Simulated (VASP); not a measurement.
# C in VASP: a series of runs, part 2 of 2

VASP 6.6.1.

### Step 3. Single point, PBE+D3(BJ) (strain along y +0.020, then relaxed in part)

Contents of INCAR:

```
SYSTEM = C
PREC = Accurate
ENCUT = 520
EDIFF = 1E-6
ISMEAR = 0
SIGMA = 0.1
LREAL = .FALSE.
LASPH = .TRUE.
NELM = 60
ALGO = Normal
ISIF = 2
LWAVE = .FALSE.
LCHARG = .FALSE.
LDIPOL = .TRUE.
IDIPOL = 3
DIPOL = 0.5 0.5 0.500
GGA = PE
IVDW = 12
NBANDS = 11
```

Contents of KPOINTS:

```
Automatic mesh
0
G
  21 21 1
  0 0 0
```

Contents of POSCAR:

```
C
1.0
    2.4656963724     -0.0000080650      0.0000000000
    1.2328553104      2.1780584634      0.0000000000
    0.0000000000      0.0000000000     26.0015393183
C
2
Direct
    0.1659338099      0.1650028920      0.5000000000
    0.4986465313      0.4995774492      0.5000000000
```

Potentials or basis: VASP PAW PBE potentials, release 64 (C).

Launch:

```console
$ cat potpaw_PBE.64/C/POTCAR > POTCAR
$ mpirun -np 1 vasp_std > vasp.out
```

OUTCAR:

```text
SYSTEM = C
   PREC = Accurate
   ENCUT = 520
   EDIFF = 1E-6
   ISMEAR = 0
   LREAL = .FALSE.
   LASPH = .TRUE.
   NELM = 60
   ISIF = 2
   GGA = PE
   IVDW = 12
 IVDW          = 12

 ion  position               nearest neighbor table
   1  0.166  0.165  0.500-   2 1.43   2 1.43   2 1.45
   2  0.499  0.500  0.500-   1 1.43   1 1.43   1 1.45

  LATTYP: Found a base centered orthorhombic cell.
 ALAT       =     2.4656963724
 B/A-ratio  =     1.7666915686
 C/A-ratio  =    10.5453127194

  Lattice vectors:

 A1 = (   1.2328410620,  -2.1780665284,   0.0000000000)
 A2 = (   1.2328553104,   2.1780584634,   0.0000000000)
 A3 = (   0.0000000000,   0.0000000000,  26.0015393183)

Analysis of symmetry for initial positions (statically):
=====================================================================
 Subroutine PRICEL returns:
 Original cell was already a primitive cell.

 Routine SETGRP: Setting up the symmetry group for a
 base centered orthorhombic supercell.

 Subroutine GETGRP returns: Found  8 space group operations
 (whereof  2 operations were pure point group operations)
 out of a pool of  8 trial point group operations.

The static configuration has the point symmetry C_1h.
 The point group associated with its full space group is D_2h.

Analysis of symmetry for dynamics (positions and initial velocities):
=====================================================================
 Subroutine PRICEL returns:
 Original cell was already a primitive cell.

 Routine SETGRP: Setting up the symmetry group for a
 base centered orthorhombic supercell.

 Subroutine GETGRP returns: Found  8 space group operations
 (whereof  2 operations were pure point group operations)
 out of a pool of  8 trial point group operations.

The dynamic configuration has the point symmetry C_1h.
 The point group associated with its full space group is D_2h.

 Subroutine INISYM returns: Found  8 space group operations
 (whereof  2 operations are pure point group operations),
 and found     1 'primitive' translations
[... 128 lines left out ...]
  energy-cutoff  :      520.00
  volume of cell :      139.64
 maximum number of plane-waves:      3811
   NGX =  9   NGY =  9   NGZ = 97

 dipolmoment           0.000000      0.000000      0.000000 electrons x Angstroem

 number of electron       7.9999999 magnetization

 dipolmoment           0.000000      0.000000     -0.000000 electrons x Angstroem

 Free energy of the ion-electron system (eV)
  ---------------------------------------------------
  ext. energy  EPLUGINS =         0.00000000
  ---------------------------------------------------
  free energy    TOTEN  =       -18.43160544 eV

  energy without entropy =      -18.43144183  energy(sigma->0) =      -18.43152364

 E-fermi :  -3.1836     XC(G=0):  -1.6810

 val. band max:       -3.2903726756   @ k =  -0.3333   0.3333   0.0000
 cond. band min:      -3.0767968428   @ k =  -0.3333   0.3333   0.0000
 fundamental gap:      0.2135758328
 Fermi energy:        -3.1835847576

 k-point     1 :       0.0000    0.0000    0.0000
  band No.  band energies     occupation
      1     -22.4731      2.00000
      2     -10.6060      2.00000
      3      -6.3254      2.00000
      4      -6.1539      2.00000
      5       0.1655      0.00000
      6       0.9271      0.00000
      7       1.1771      0.00000
      8       1.6379      0.00000
      9       1.9536      0.00000
     10       2.8425      0.00000
     11       3.2320      0.00000
[... 309 lines left out ...]
 k-point    24 :      -0.3810    0.0476    0.0000
  band No.  band energies     occupation
      1     -18.7113      2.00000
      2     -14.4198      2.00000
      3      -9.6109      2.00000
      4      -6.4114      2.00000
      5      -0.1757      0.00000
      6       4.0270      0.00000
      7       5.3906      0.00000
      8       6.2029      0.00000
      9       6.5591      0.00000
     10       6.9773      0.00000
     11       7.3049      0.00000

 [... further k-points ...]

------------------------ aborting loop because EDIFF is reached ----------------------------------------

 vacuum level on the upper side and lower side of the slab       (xc-potential included)        -0.009        -0.009

 Edisp (eV)   -0.17589

 E8    (eV) :    -0.0551

  FORCE on cell =-STRESS in cart. coord.  units (eV):
  Direction    XX          YY          ZZ          XY          YZ          ZX
  --------------------------------------------------------------------------------------
  -------------------------------------------------------------------------------------
  Total      -0.36178    -2.18310    -0.01040    -0.00001     0.00000     0.00000
  in kB      -4.15094   -25.04811    -0.11935    -0.00007     0.00000     0.00000
  external pressure =       -9.77 kB  Pullay stress =        0.00 kB

 VOLUME and BASIS-vectors are now :
 -----------------------------------------------------------------------------
  energy-cutoff  :      520.00
  volume of cell :      139.64
      direct lattice vectors                 reciprocal lattice vectors
     2.465696372 -0.000008065  0.000000000     0.405564189 -0.229563151  0.000000000
     1.232855310  2.178058463  0.000000000     0.000001502  0.459123649  0.000000000
     0.000000000  0.000000000 26.001539318     0.000000000  0.000000000  0.038459261

 POSITION                                       TOTAL-FORCE (eV/Angst)
 -----------------------------------------------------------------------------------
      0.61257      0.35938     13.00077        -0.000000     -0.001002      0.000000
      1.84542      1.08810     13.00077         0.000000      0.001002      0.000000
 -----------------------------------------------------------------------------------
    total drift:                                0.000004     -0.000009     -0.000000

  FREE ENERGIE OF THE ION-ELECTRON SYSTEM (eV)
  ---------------------------------------------------
  free  energy   TOTEN  =       -18.6074926605 eV

  energy  without entropy=      -18.6073290573  energy(sigma->0) =      -18.60741086

 vacuum level on the upper side and lower side of the slab         1.134         1.134
```

OSZICAR:

```text
N       E                     dE             d eps       ncg     rms          rms(c)
DAV:   1     0.564927067567E+02    0.56493E+02   -0.31378E+03  2774   0.509E+02
DAV:   2    -0.139719947585E+02   -0.70465E+02   -0.57493E+02  3878   0.107E+02
DAV:   3    -0.195260541615E+02   -0.55541E+01   -0.54300E+01  3882   0.404E+01
[... 12 lines left out ...]
DAV:  16    -0.184315800653E+02   -0.11056E-04   -0.77990E-07  3482   0.396E-03    0.874E-04
DAV:  17    -0.184315988086E+02   -0.18743E-04   -0.29692E-07  3030   0.232E-03    0.107E-03
DAV:  18    -0.184316022366E+02   -0.34280E-05   -0.15581E-08  3217   0.641E-04    0.219E-04
DAV:  19    -0.184316050934E+02   -0.28569E-05   -0.30034E-08  2856   0.585E-04    0.219E-04
DAV:  20    -0.184316054376E+02   -0.34419E-06   -0.16108E-09  3391   0.203E-04
   1 F= -.18607493E+02 E0= -.18607411E+02  d E =-.163603E-03
```

stdout:

```text
POSCAR found type information on POSCAR C
 POSCAR found :  1 types and       2 ions
 scaLAPACK will be used
 LDA part: xc-table for (Slater+PW92), standard interpolation
 POSCAR, INCAR and KPOINTS ok, starting setup
 FFT: planning ... GRIDC
 FFT: planning ... GRID_SOFT
 FFT: planning ... GRID
 WAVECAR not read
 entering main loop
```

Run time: 12 min. Hardware: 1 thread of Intel Xeon 8259CL, shared host; peak memory 0.35 GiB.

Results:

```
Free energy                : -18.6075 eV
Dispersion energy per atom : -0.088 eV
```

Caveat: the cell differs from its parent crystal (strain along y +0.020, then relaxed in part).
